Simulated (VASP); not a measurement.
# AlFe (P1) in VASP: notebook

The runs below take AlFe through single point, with LDA.

Program: VASP 6.6.1. These are calculated values, not measurements. Logs are shortened: lines on timing, memory, paths and dates and some standing lists are left out, and cuts for length are marked.

**1. The cell of the first run**

The typed cell holds 2 atoms: a = 2.905 Å, b = 2.905 Å, c = 2.905 Å, α = 90.00°, β = 90.00°, γ = 90.00°.

**2. Single point, LDA, collinear spin, ferromagnetic start**

The input, INCAR:

```
SYSTEM = AlFe
PREC = Accurate
ENCUT = 520
EDIFF = 1E-6
ISMEAR = -1
SIGMA = 0.1
LREAL = .FALSE.
LASPH = .TRUE.
NELM = 150
ALGO = Normal
ISIF = 2
LWAVE = .FALSE.
LCHARG = .FALSE.
ISPIN = 2
MAGMOM = 0 2.4
LORBIT = 11
LMAXMIX = 4
GGA = CA
NBANDS = 16
```

The input, KPOINTS:

```
regular mesh
0
G
  7 7 7
  0 0 0
```

The input, POSCAR:

```
AlFe
1.0
    2.9051418941      0.0000000000      0.0000000000
    0.0000000000      2.9051418941      0.0000000000
    0.0000000000      0.0000000000      2.9051418941
Al Fe
1 1
Direct
    0.0008200000      0.0064200000      0.0081700000
    0.4997100000      0.4938200000      0.4953000000
```

Potentials or basis: VASP PAW LDA potentials, release 64 (Al, Fe).

Command:

```console
$ cat potpaw_LDA.64/Al/POTCAR potpaw_LDA.64/Fe/POTCAR > POTCAR
$ mpirun -np 1 vasp_std > vasp.out
```

OUTCAR:

```text
SYSTEM = AlFe
   PREC = Accurate
   ENCUT = 520
   EDIFF = 1E-6
   ISMEAR = -1
   LREAL = .FALSE.
   LASPH = .TRUE.
   NELM = 150
   ISIF = 2
   ISPIN = 2
   LORBIT = 11
   GGA = CA

 ion  position               nearest neighbor table
   1  0.001  0.006  0.008-   2 2.47   2 2.48   2 2.51   2 2.52   2 2.52   2 2.52   2 2.56   2 2.56

   2  0.500  0.494  0.495-   1 2.47   1 2.48   1 2.51   1 2.52   1 2.52   1 2.52   1 2.56   1 2.56

  LATTYP: Found a simple cubic cell.
 ALAT       =     2.9051418941

  Lattice vectors:

 A1 = (   2.9051418941,   0.0000000000,   0.0000000000)
 A2 = (   0.0000000000,   2.9051418941,   0.0000000000)
 A3 = (   0.0000000000,   0.0000000000,   2.9051418941)

Analysis of symmetry for initial positions (statically):
=====================================================================
 Subroutine PRICEL returns:
 Original cell was already a primitive cell.

 Routine SETGRP: Setting up the symmetry group for a
 simple cubic supercell.

 Subroutine GETGRP returns: Found  1 space group operations
 (whereof  1 operations were pure point group operations)
 out of a pool of 48 trial point group operations.

The static configuration has the point symmetry C_1 .

Analysis of symmetry for dynamics (positions and initial velocities):
=====================================================================
 Subroutine PRICEL returns:
 Original cell was already a primitive cell.

 Routine SETGRP: Setting up the symmetry group for a
 simple cubic supercell.

 Subroutine GETGRP returns: Found  1 space group operations
 (whereof  1 operations were pure point group operations)
 out of a pool of 48 trial point group operations.

The dynamic configuration has the point symmetry C_1 .

Analysis of structural, dynamic, and magnetic symmetry:
=====================================================================
 Subroutine PRICEL returns:
 Original cell was already a primitive cell.

 Routine SETGRP: Setting up the symmetry group for a
 simple cubic supercell.

 Subroutine GETGRP returns: Found  1 space group operations
 (whereof  1 operations were pure point group operations)
 out of a pool of 48 trial point group operations.

The overall configuration has the point symmetry C_1 .

 Subroutine INISYM returns: Found  1 space group operations
 (whereof  1 operations are pure point group operations),
 and found     1 'primitive' translations

----------------------------------------------------------------------------------------

                                     Primitive cell

  volume of cell :      24.5190

  direct lattice vectors                    reciprocal lattice vectors
     2.905141894  0.000000000  0.000000000     0.344217266  0.000000000  0.000000000
     0.000000000  2.905141894  0.000000000     0.000000000  0.344217266  0.000000000
     0.000000000  0.000000000  2.905141894     0.000000000  0.000000000  0.344217266

  length of vectors
     2.905141894  2.905141894  2.905141894     0.344217266  0.344217266  0.344217266

  position of ions in fractional coordinates (direct lattice)
     0.000820000  0.006420000  0.008170000
     0.499710000  0.493820000  0.495300000

  ion indices of the primitive-cell ions
   primitive index   ion index
                 1           1
                 2           2

----------------------------------------------------------------------------------------

 KPOINTS: regular mesh

Automatic generation of k-mesh.
 Grid dimensions read from file:
 generate k-points for:    7    7    7

 Generating k-lattice:

  Cartesian coordinates                     Fractional coordinates (reciprocal lattice)
     0.049173895  0.000000000  0.000000000     0.142857143  0.000000000  0.000000000
     0.000000000  0.049173895  0.000000000     0.000000000  0.142857143  0.000000000
     0.000000000  0.000000000  0.049173895     0.000000000  0.000000000  0.142857143

  Length of vectors
     0.049173895  0.049173895  0.049173895

  Shift w.r.t. Gamma in fractional coordinates (k-lattice)
     0.000000000  0.000000000  0.000000000

 Subroutine IBZKPT returns following result:
 ===========================================

 Found    172 irreducible k-points:

 Following reciprocal coordinates:
            Coordinates               Weight
  0.000000  0.000000  0.000000      1.000000
  0.142857  0.000000  0.000000      2.000000
  0.000000  0.142857  0.000000      2.000000
  0.000000  0.000000  0.142857      2.000000
  0.285714  0.000000  0.000000      2.000000
  0.000000  0.285714  0.000000      2.000000
[... 16 lines left out ...]
  0.000000 -0.285714  0.142857      2.000000
 -0.142857  0.000000  0.285714      2.000000
 [... further k-points ...]
   k-points           NKPTS =    172   k-points in BZ     NKDIM =    172   number of bands    NBANDS=     16
   number of dos      NEDOS =    301   number of ions     NIONS =      2
   total plane-waves  NPLWV =  13824
   dimension x,y,z NGX =    24 NGY =   24 NGZ =   24
   dimension x,y,z NGXF=    48 NGYF=   48 NGZF=   48
   ions per type =               1   1
   NGX,Y,Z   is equivalent  to a cutoff of  13.73, 13.73, 13.73 a.u.
   NGXF,Y,Z  is equivalent  to a cutoff of  27.47, 27.47, 27.47 a.u.
 SYSTEM =  AlFe
   PREC   = accura    normal or accurate (medium, high low for compatibility)
   ISTART =      0    job   : 0-new  1-cont  2-samecut
   ICHARG =      2    charge: 1-file 2-atom 10-const
   ISPIN  =      2    spin polarized calculation?
   LNONCOLLINEAR =      F non collinear calculations
   LSORBIT =      F    spin-orbit coupling
   LASPH  =      T    aspherical Exc in radial PAW
   ENCUT  =  520.0 eV  38.22 Ry    6.18 a.u.   5.40  5.40  5.40*2*pi/ulx,y,z
   NELM   =    150;   NELMIN=  2; NELMDL= -5     # of ELM steps
   EDIFF  = 0.1E-05   stopping-criterion for ELM
   LREAL  =      F    real-space projection
   EDIFFG = 0.1E-04   stopping-criterion for IOM
   NSW    =      0    number of steps for IOM
   IBRION =     -1    ionic relax: 0-MD 1-quasi-New 2-CG
   NFREE  =      0    steps in history (QN), initial steepest desc. (CG)
   ISIF   =      2    stress and relaxation
   ISYM   =      2    0-nonsym 1-usesym 2-fastsym
   POTIM  = 0.5000    time-step for ionic-motion
   TEBEG  =    0.0;   TEEND  =   0.0 temperature during run
   PSTRESS=    0.0 pullay stress
   NELECT =      11.0000    total number of electrons
   NUPDOWN=      -1.0000    fix difference up-down
   EMIN   =  10.00;   EMAX   =-10.00  energy-range for DOS
   EFERMI =   0.00;   METHOD = LEGACY
   ISMEAR =    -1;   SIGMA  =   0.10  broadening in eV -4-tet -1-fermi 0-gaus
   EFERMI_NEDOS =   21; number of points for ismear=-14 and -15
   IALGO  =     38    algorithm
   IMIX   =      4    mixing-type and parameters
     AMIX     =   0.40;   BMIX     =  1.00
     AMIX_MAG =   1.60;   BMIX_MAG =  1.00
  volume/ion in A,a.u.               =      12.26        82.73
  Fermi-wavevector in a.u.,A,eV,Ry     =   1.253252  2.368303 21.369859  1.570640
  Thomas-Fermi vector in A             =   2.387114
   LORBIT       =     11    0 simple, 1 ext, 2 COOP (PROOUT), +10 PAW based schemes
   GGA     = CA    functional components
   LHFCALC =     F    Hartree Fock is set to
   AEXX    =    0.0000 exact exchange contribution
   IVDW    =     0    specifies the selected vdW correction
   LEPSILON=     F    determine dielectric tensor
   LRPA    =     F    only Hartree local field effects (RPA)
 spin polarized calculation
  energy-cutoff  :      520.00
  volume of cell :       24.52
 maximum number of plane-waves:       691
 NGX is ok and might be reduce to    24
   NGX = 11   NGY = 11   NGZ = 11

 number of electron      10.9999999 magnetization       0.6195097

 Free energy of the ion-electron system (eV)
  ---------------------------------------------------
  ext. energy  EPLUGINS =         0.00000000
  ---------------------------------------------------
  free energy    TOTEN  =       -14.23969525 eV

  energy without entropy =      -14.16013264  energy(sigma->0) =      -14.19991394

 E-fermi :   7.4852     XC(G=0): -12.2209

 val. band max:        7.4809866795   @ k =   0.2857  -0.1429   0.1429
 cond. band min:       7.4868972297   @ k =   0.1429   0.4286   0.4286
 fundamental gap:      0.0059105502
 Fermi energy:         7.4851885216

 spin component 1

 k-point     1 :       0.0000    0.0000    0.0000
  band No.  band energies     occupation
      1      -2.7110      1.00000
      2       5.0535      1.00000
      3       5.0545      1.00000
      4       7.2163      0.93634
      5       7.2175      0.93563
      6       7.2185      0.93505
[... 8 lines left out ...]
     15      28.7207      0.00000
     16      30.8664      0.00000
[... 419 lines left out ...]
 k-point    24 :      -0.1429    0.0000    0.2857
  band No.  band energies     occupation
      1      -0.9051      1.00000
      2       4.5305      1.00000
      3       5.3963      1.00000
      4       6.3964      0.99998
      5       6.6448      0.99978
      6       7.1122      0.97656
[... 8 lines left out ...]
     15      26.6906      0.00000
     16      27.4697      0.00000

 [... further k-points ...]

 spin component 2

 k-point     1 :       0.0000    0.0000    0.0000
  band No.  band energies     occupation
      1      -2.6766      1.00000
      2       5.4076      1.00000
      3       5.4086      1.00000
      4       7.8295      0.03098
      5       7.8332      0.02989
      6       7.8341      0.02963
[... 8 lines left out ...]
     15      28.7794      0.00000
     16      30.9194      0.00000
[... 419 lines left out ...]
 k-point    24 :      -0.1429    0.0000    0.2857
  band No.  band energies     occupation
      1      -0.8698      1.00000
      2       4.7359      1.00000
      3       5.7602      1.00000
      4       6.9066      0.99694
      5       7.2054      0.94256
      6       7.7165      0.09002
[... 8 lines left out ...]
     15      26.7417      0.00000
     16      27.5248      0.00000

 [... further k-points ...]

------------------------ aborting loop because EDIFF is reached ----------------------------------------

  FORCE on cell =-STRESS in cart. coord.  units (eV):
  Direction    XX          YY          ZZ          XY          YZ          ZX
  --------------------------------------------------------------------------------------
  -------------------------------------------------------------------------------------
  Total       -2.2846824     -2.2969317     -2.2973861      0.0024793      0.0286613      0.0025302
  in kB     -149.2912527   -150.0916818   -150.1213724      0.1620081      1.8728582      0.1653353
  external PRESSURE =    -149.8347690 kB  Pullay stress =       0.0000000 kB

 VOLUME and BASIS-vectors are now :
 -----------------------------------------------------------------------------
  energy-cutoff  :      520.00
  volume of cell :       24.52
      direct lattice vectors                 reciprocal lattice vectors
     2.905141894  0.000000000  0.000000000     0.344217266  0.000000000  0.000000000
     0.000000000  2.905141894  0.000000000     0.000000000  0.344217266  0.000000000
     0.000000000  0.000000000  2.905141894     0.000000000  0.000000000  0.344217266

 POSITION                                       TOTAL-FORCE (eV/Angst)
 -----------------------------------------------------------------------------------
      0.00238      0.01865      0.02374        -0.020867     -0.235779     -0.240824
      1.45173      1.43462      1.43892         0.020867      0.235779      0.240824
 -----------------------------------------------------------------------------------
    total drift:                               -0.000023     -0.000266     -0.000188

  FREE ENERGIE OF THE ION-ELECTRON SYSTEM (eV)
  ---------------------------------------------------
  free  energy   TOTEN  =       -14.2396952461 eV

  energy  without entropy=      -14.1601326375  energy(sigma->0) =      -14.19991394

 total charge

# of ion       s       p       d       tot
------------------------------------------
    1        0.402   0.427   0.000   0.830
    2        0.421   0.472   6.491   7.384
--------------------------------------------------
tot          0.823   0.900   6.491   8.214

 magnetization (x)

# of ion       s       p       d       tot
------------------------------------------
    1       -0.006  -0.011   0.000  -0.017
    2       -0.002   0.005   0.641   0.644
--------------------------------------------------
tot         -0.008  -0.007   0.641   0.627
```

Wall time 36 s (1 thread of Intel Xeon 6975P-C (Granite Rapids), shared host); peak memory 0.21 GiB.

Results:

```
Free energy                                           : -14.2397 eV
Pressure                                              : -15.0 GPa
Largest force                                         : 0.338 eV/Å
Net moment                                            : 0.62 μB per cell
Site moments                                          : Al -0.02; Fe +0.64 μB
Valence electrons inside the program's atomic spheres : Al 0.83; Fe 7.38
```

Forces on the atoms (eV/Å):
```
Al  -0.021 -0.236 -0.241
Fe   0.021  0.236  0.241
```

Levels at points of the mesh, in eV from the Fermi level:
Spin up:
| k point | band 3 | band 4 | band 5 | band 6 | band 7 | band 8 | band 9 | band 10 |
| --- | --- | --- | --- | --- | --- | --- | --- | --- |
| (0.00, 0.00, 0.00) | -2.43 | -0.27 | -0.27 | -0.27 | 6.12 | 6.13 | 6.13 | 9.20 |
Spin down:
```csv
k point,band 2,band 3,band 4,band 5,band 6,band 7,band 8,band 9
"(0.00, 0.00, 0.00)",-2.08,-2.08,0.34,0.35,0.35,6.17,6.17,6.17
```

Caveat: the cell stands under tension.

(Part 1 of 2 ends here.)
